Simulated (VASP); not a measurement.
# ZnO (P6_3mc) in VASP: single point with LDA

Aim: the single point of ZnO with LDA.

Everything below comes from runs of VASP 6.6.1. Logs are shortened: lines on timing, memory, paths and dates and some standing lists are left out, and cuts for length are marked.

**1. The cell of the first run**

The structure is hexagonal, space group P6_3mc (No. 186). Conventional cell: a = 3.187 Å, b = 3.187 Å, c = 4.586 Å, α = 90.00°, β = 90.00°, γ = 120.00°. Zn (site symmetry 3m) has 4 O at 1.74 to 1.92 Å within 2.3 Å. Within 2.3 Å of O (site symmetry 3m) lie 4 Zn at 1.74 to 1.92 Å.

**2. Single point, LDA (engineering shear strain xz +0.0000, normal strain along z -0.1100)**

Input file INCAR:

```
PREC = Accurate ; ENCUT = 910
EDIFF = 1E-6 ; ISMEAR = 0
SIGMA = 0.05 ; LREAL = False
LASPH = True ; NELM = 120
ALGO = Normal ; ISIF = 2
LWAVE = False ; LCHARG = False
NBANDS = 26 ; GGA_COMPAT = False
```

Input file KPOINTS:

```
Automatic mesh
0
Gamma
  12 12 6
```

Input file POSCAR:

```
ZnO
1.0
    3.1871780739      0.0000000000      0.0000000000
   -1.5935890369      2.7601771784      0.0000000000
    0.0000000000      0.0000000000      4.5863414699
Zn O
2 2
Direct
    0.3333333333      0.6666666667      0.0018514197
    0.6666666667      0.3333333333      0.5018514197
    0.3333333333      0.6666666667      0.3802485803
    0.6666666667      0.3333333333      0.8802485803
```

Potentials or basis: VASP PAW LDA potentials, release 64 (Zn, O_h).

On the command line:

```
$ cat potpaw_LDA.64/Zn/POTCAR potpaw_LDA.64/O_h/POTCAR > POTCAR
$ mpirun -np 1 vasp_std > vasp.out
```

OUTCAR:

```text
PREC = Accurate
   ENCUT = 910
   EDIFF = 1E-6
   ISMEAR = 0
   LREAL = False
   LASPH = True
   NELM = 120
   ISIF = 2

 ion  position               nearest neighbor table
   1  0.333  0.667  0.002-   3 1.74   4 1.92   4 1.92   4 1.92   2 2.94   2 2.94   2 2.94   2 2.94
                             2 2.94   2 2.94
   2  0.667  0.333  0.502-   4 1.74   3 1.92   3 1.92   3 1.92   1 2.94   1 2.94   1 2.94   1 2.94
                             1 2.94   1 2.94
   3  0.333  0.667  0.380-   1 1.74   2 1.92   2 1.92   2 1.92
   4  0.667  0.333  0.880-   2 1.74   1 1.92   1 1.92   1 1.92

  LATTYP: Found a hexagonal cell.
 ALAT       =     3.1871780739
 C/A-ratio  =     1.4389975595

  Lattice vectors:

 A1 = (   3.1871780739,   0.0000000000,   0.0000000000)
 A2 = (  -1.5935890369,   2.7601771784,   0.0000000000)
 A3 = (   0.0000000000,   0.0000000000,   4.5863414699)

Analysis of symmetry for initial positions (statically):
=====================================================================
 Subroutine PRICEL returns:
 Original cell was already a primitive cell.

 Routine SETGRP: Setting up the symmetry group for a
 hexagonal supercell.

 Subroutine GETGRP returns: Found 12 space group operations
 (whereof  6 operations were pure point group operations)
 out of a pool of 24 trial point group operations.

The static configuration has the point symmetry C_3v.
 The point group associated with its full space group is C_6v.

Analysis of symmetry for dynamics (positions and initial velocities):
=====================================================================
 Subroutine PRICEL returns:
 Original cell was already a primitive cell.

 Routine SETGRP: Setting up the symmetry group for a
 hexagonal supercell.

 Subroutine GETGRP returns: Found 12 space group operations
 (whereof  6 operations were pure point group operations)
 out of a pool of 24 trial point group operations.

The dynamic configuration has the point symmetry C_3v.
 The point group associated with its full space group is C_6v.

 Subroutine INISYM returns: Found 12 space group operations
 (whereof  6 operations are pure point group operations),
 and found     1 'primitive' translations

----------------------------------------------------------------------------------------

                                     Primitive cell

  volume of cell :      40.3469

  direct lattice vectors                    reciprocal lattice vectors
     3.187178074  0.000000000  0.000000000     0.313757179  0.181147791  0.000000000
    -1.593589037  2.760177178  0.000000000     0.000000000  0.362295583  0.000000000
     0.000000000  0.000000000  4.586341470     0.000000000  0.000000000  0.218038715

  length of vectors
     3.187178074  3.187178074  4.586341470     0.362295583  0.362295583  0.218038715

  position of ions in fractional coordinates (direct lattice)
     0.333333333  0.666666667  0.001851420
     0.666666667  0.333333333  0.501851420
     0.333333333  0.666666667  0.380248580
     0.666666667  0.333333333  0.880248580

  ion indices of the primitive-cell ions
   primitive index   ion index
                 1           1
                 2           2
                 3           3
                 4           4

----------------------------------------------------------------------------------------

 KPOINTS: Automatic mesh

Automatic generation of k-mesh.
 Grid dimensions read from file:
 generate k-points for:   12   12    6

 Generating k-lattice:

  Cartesian coordinates                     Fractional coordinates (reciprocal lattice)
     0.026146432  0.015095649  0.000000000     0.083333333  0.000000000  0.000000000
     0.000000000  0.030191299  0.000000000     0.000000000  0.083333333  0.000000000
     0.000000000  0.000000000  0.036339786     0.000000000  0.000000000  0.166666667

  Length of vectors
     0.030191299  0.030191299  0.036339786

  Shift w.r.t. Gamma in fractional coordinates (k-lattice)
     0.000000000  0.000000000  0.000000000

 Subroutine IBZKPT returns following result:
 ===========================================

 Found     76 irreducible k-points:

 Following reciprocal coordinates:
            Coordinates               Weight
  0.000000  0.000000  0.000000      1.000000
  0.083333 -0.000000  0.000000      6.000000
  0.166667  0.000000  0.000000      6.000000
  0.250000 -0.000000  0.000000      6.000000
  0.333333 -0.000000  0.000000      6.000000
  0.416667  0.000000  0.000000      6.000000
[... 16 lines left out ...]
  0.250000 -0.000000  0.166667     12.000000
  0.333333 -0.000000  0.166667     12.000000
 [... further k-points ...]
   k-points           NKPTS =     76   k-points in BZ     NKDIM =     76   number of bands    NBANDS=     26
   number of dos      NEDOS =    301   number of ions     NIONS =      4
   total plane-waves  NPLWV =  49152
   dimension x,y,z NGX =    32 NGY =   32 NGZ =   48
   dimension x,y,z NGXF=    64 NGYF=   64 NGZF=   96
   ions per type =               2   2
   NGX,Y,Z   is equivalent  to a cutoff of  16.69, 16.69, 17.40 a.u.
   NGXF,Y,Z  is equivalent  to a cutoff of  33.38, 33.38, 34.80 a.u.
 SYSTEM =  unknown system
   PREC   = accura    normal or accurate (medium, high low for compatibility)
   ISTART =      0    job   : 0-new  1-cont  2-samecut
   ICHARG =      2    charge: 1-file 2-atom 10-const
   ISPIN  =      1    spin polarized calculation?
   LNONCOLLINEAR =      F non collinear calculations
   LSORBIT =      F    spin-orbit coupling
   LASPH  =      T    aspherical Exc in radial PAW
   ENCUT  =  910.0 eV  66.88 Ry    8.18 a.u.   7.84  7.84 11.28*2*pi/ulx,y,z
   NELM   =    120;   NELMIN=  2; NELMDL= -5     # of ELM steps
   EDIFF  = 0.1E-05   stopping-criterion for ELM
   LREAL  =      F    real-space projection
   EDIFFG = 0.1E-04   stopping-criterion for IOM
   NSW    =      0    number of steps for IOM
   IBRION =     -1    ionic relax: 0-MD 1-quasi-New 2-CG
   NFREE  =      0    steps in history (QN), initial steepest desc. (CG)
   ISIF   =      2    stress and relaxation
   ISYM   =      2    0-nonsym 1-usesym 2-fastsym
   POTIM  = 0.5000    time-step for ionic-motion
   TEBEG  =    0.0;   TEEND  =   0.0 temperature during run
   PSTRESS=    0.0 pullay stress
   NELECT =      36.0000    total number of electrons
   NUPDOWN=      -1.0000    fix difference up-down
   EMIN   =  10.00;   EMAX   =-10.00  energy-range for DOS
   EFERMI =   0.00;   METHOD = LEGACY
   ISMEAR =     0;   SIGMA  =   0.05  broadening in eV -4-tet -1-fermi 0-gaus
   EFERMI_NEDOS =   21; number of points for ismear=-14 and -15
   IALGO  =     38    algorithm
   IMIX   =      4    mixing-type and parameters
     AMIX     =   0.40;   BMIX     =  1.00
     AMIX_MAG =   1.60;   BMIX_MAG =  1.00
  volume/ion in A,a.u.               =      10.09        68.07
  Fermi-wavevector in a.u.,A,eV,Ry     =   1.576059  2.978319 33.796349  2.483962
  Thomas-Fermi vector in A             =   2.676949
   LORBIT       =      0    0 simple, 1 ext, 2 COOP (PROOUT), +10 PAW based schemes
   GGA     = CA    functional components
   LHFCALC =     F    Hartree Fock is set to
   AEXX    =    0.0000 exact exchange contribution
   IVDW    =     0    specifies the selected vdW correction
   LEPSILON=     F    determine dielectric tensor
   LRPA    =     F    only Hartree local field effects (RPA)
 non-spin polarized calculation
 Gauss-broadening in eV      SIGMA  =   0.05
  energy-cutoff  :      910.00
  volume of cell :       40.35
 maximum number of plane-waves:      2538
 NGX is ok and might be reduce to    32
   NGX = 15   NGY = 15   NGZ = 23

 number of electron      35.9999997 magnetization

 Free energy of the ion-electron system (eV)
  ---------------------------------------------------
  ext. energy  EPLUGINS =         0.00000000
  ---------------------------------------------------
  free energy    TOTEN  =       -20.27562716 eV

  energy without entropy =      -20.27562716  energy(sigma->0) =      -20.27562716

 E-fermi :   3.1952     XC(G=0): -12.3577

 val. band max:        2.9546339155   @ k =   0.0000   0.0000   0.0000
 cond. band min:       3.9774446737   @ k =   0.0000   0.0000   0.0000
 fundamental gap:      1.0228107581
 Fermi energy:         3.1951931060

 k-point     1 :       0.0000    0.0000    0.0000
  band No.  band energies     occupation
      1     -16.4217      2.00000
      2     -15.1281      2.00000
      3      -3.9068      2.00000
      4      -3.7779      2.00000
      5      -3.7653      2.00000
      6      -3.7653      2.00000
[... 18 lines left out ...]
     25      17.2653      0.00000
     26      19.1515      0.00000

 k-point     2 :       0.0833   -0.0000    0.0000
  band No.  band energies     occupation
      1     -16.3725      2.00000
      2     -15.1157      2.00000
      3      -3.8932      2.00000
      4      -3.8524      2.00000
      5      -3.7433      2.00000
      6      -3.6922      2.00000
[... 18 lines left out ...]
     25      17.4008      0.00000
     26      19.4443      0.00000

 k-point     3 :       0.1667    0.0000    0.0000
  band No.  band energies     occupation
      1     -16.2331      2.00000
      2     -15.0848      2.00000
      3      -4.0462      2.00000
      4      -3.7682      2.00000
      5      -3.6867      2.00000
      6      -3.6280      2.00000
[... 18 lines left out ...]
     25      17.6384      0.00000
     26      18.3039      0.00000

 k-point     4 :       0.2500   -0.0000    0.0000
  band No.  band energies     occupation
      1     -16.0269      2.00000
      2     -15.0527      2.00000
      3      -4.2051      2.00000
      4      -3.7558      2.00000
      5      -3.6209      2.00000
      6      -3.5642      2.00000
[... 18 lines left out ...]
     25      17.1343      0.00000
     26      17.5840      0.00000

 k-point     5 :       0.3333   -0.0000    0.0000
  band No.  band energies     occupation
      1     -15.7927      2.00000
      2     -15.0417      2.00000
      3      -4.3024      2.00000
      4      -3.8378      2.00000
      5      -3.5717      2.00000
      6      -3.4702      2.00000
[... 18 lines left out ...]
     25      16.6279      0.00000
     26      17.4119      0.00000

 k-point     6 :       0.4167    0.0000    0.0000
  band No.  band energies     occupation
      1     -15.5860      2.00000
      2     -15.0643      2.00000
      3      -4.3003      2.00000
      4      -3.9682      2.00000
      5      -3.5469      2.00000
      6      -3.3859      2.00000
[... 427 lines left out ...]
 k-point    21 :       0.0833   -0.0000    0.1667
  band No.  band energies     occupation
      1     -16.2909      2.00000
      2     -15.2009      2.00000
      3      -4.0932      2.00000
      4      -3.9636      2.00000
      5      -3.7417      2.00000
      6      -3.7259      2.00000
[... 18 lines left out ...]
     25      17.0124      0.00000
     26      18.4832      0.00000

 k-point    22 :       0.1667    0.0000    0.1667
  band No.  band energies     occupation
      1     -16.1566      2.00000
      2     -15.1602      2.00000
      3      -4.1348      2.00000
      4      -4.0243      2.00000
      5      -3.6814      2.00000
      6      -3.6587      2.00000
[... 18 lines left out ...]
     25      17.2184      0.00000
     26      17.9795      0.00000

 k-point    23 :       0.2500   -0.0000    0.1667
  band No.  band energies     occupation
      1     -15.9590      2.00000
      2     -15.1129      2.00000
      3      -4.2844      2.00000
      4      -4.0211      2.00000
      5      -3.6083      2.00000
      6      -3.5896      2.00000
[... 18 lines left out ...]
     25      17.0575      0.00000
     26      17.2889      0.00000

 k-point    24 :       0.3333   -0.0000    0.1667
  band No.  band energies     occupation
      1     -15.7364      2.00000
      2     -15.0835      2.00000
      3      -4.3863      2.00000
      4      -4.0753      2.00000
      5      -3.5494      2.00000
      6      -3.5112      2.00000
[... 18 lines left out ...]
     25      16.5774      0.00000
     26      17.2719      0.00000

 [... further k-points ...]
[... 5 lines left out ...]
  --------------------------------------------------------------------------------------
  -------------------------------------------------------------------------------------
  Total        3.2951498      3.2951498     16.8009587      0.0000000      0.0000000      0.0000000
  in kB      130.8507041    130.8507041    667.1676366      0.0000000      0.0000000      0.0000000
  external PRESSURE =     309.6230150 kB  Pullay stress =       0.0000000 kB

 VOLUME and BASIS-vectors are now :
 -----------------------------------------------------------------------------
  energy-cutoff  :      910.00
  volume of cell :       40.35
      direct lattice vectors                 reciprocal lattice vectors
     3.187178074  0.000000000  0.000000000     0.313757179  0.181147791  0.000000000
    -1.593589037  2.760177178  0.000000000     0.000000000  0.362295583  0.000000000
     0.000000000  0.000000000  4.586341470     0.000000000  0.000000000  0.218038715

 POSITION                                       TOTAL-FORCE (eV/Angst)
 -----------------------------------------------------------------------------------
     -0.00000      1.84012      0.00849         0.000000     -0.000000     -2.926457
      1.59359      0.92006      2.30166        -0.000000      0.000000     -2.926457
     -0.00000      1.84012      1.74395         0.000000     -0.000000      2.926457
      1.59359      0.92006      4.03712        -0.000000      0.000000      2.926457
 -----------------------------------------------------------------------------------
    total drift:                               -0.000000      0.000000      0.000282

  FREE ENERGIE OF THE ION-ELECTRON SYSTEM (eV)
  ---------------------------------------------------
  free  energy   TOTEN  =       -20.2756271638 eV

  energy  without entropy=      -20.2756271638  energy(sigma->0) =      -20.27562716
```

Wall time 76 s (1 thread of Intel Xeon 6975P-C (Granite Rapids), shared host); peak memory 0.29 GiB.

What came out:

```yaml
Free_energy: -20.2756 eV
Pressure: 31.0 GPa
Largest_force: 2.926 eV/Å
Band_gap_on_the_k_mesh: 1.02 eV
```

Forces on the atoms (eV/Å):
```
Zn   0.000  0.000 -2.926
Zn   0.000  0.000 -2.926
O    0.000  0.000  2.926
O    0.000  0.000  2.926
```

Caveat: the cell differs from its parent crystal (engineering shear strain xz +0.0000, normal strain along z -0.1100); the cutoff is under 1.25 times the usual one of these potentials, so pressure, stress and relaxed cells hold a basis-set (Pulay) error; the cell stands under pressure; forces of over 1 eV/Å act on the atoms, so gaps and moduli don't describe the material at rest.
